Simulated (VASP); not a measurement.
A run of VASP 6.6.1:

Contents of INCAR:

```
PREC = Accurate ; ENCUT = 520
EDIFF = 1E-6 ; ISMEAR = -1
SIGMA = 0.08 ; LREAL = False
LASPH = True ; NELM = 80
ALGO = Normal ; ISIF = 2
LWAVE = False ; LCHARG = False
GGA = PE ; NBANDS = 18
```

KPOINTS

```
regular mesh
0
Gamma
  16 16 9
```

Contents of POSCAR:

```
Ag
1.0
    2.7489659977      0.0000000000      0.0000000000
   -1.3744829989      2.3806743882      0.0000000000
    0.0000000000      0.0000000000      4.4924830791
Ag
2
Direct
    0.3333333333      0.6666666667      0.2500000000
    0.6666666667      0.3333333333      0.7500000000
```

Potentials or basis: VASP PAW PBE potentials, release 64 (Ag).

Command:

```bash
$ cat potpaw_PBE.64/Ag/POTCAR > POTCAR
$ mpirun -np 1 vasp_std > vasp.out
```

Hardware: 1 thread of Intel(R) Xeon(R) 6975P-C (Granite Rapids), with other jobs on the host.

Estimate the wall time of this run.

Wall time 21 s on 1 thread of Intel(R) Xeon(R) 6975P-C (Granite Rapids), on a shared host, peak memory 0.19 GiB. Counts: scf iterations 12, k points 150.
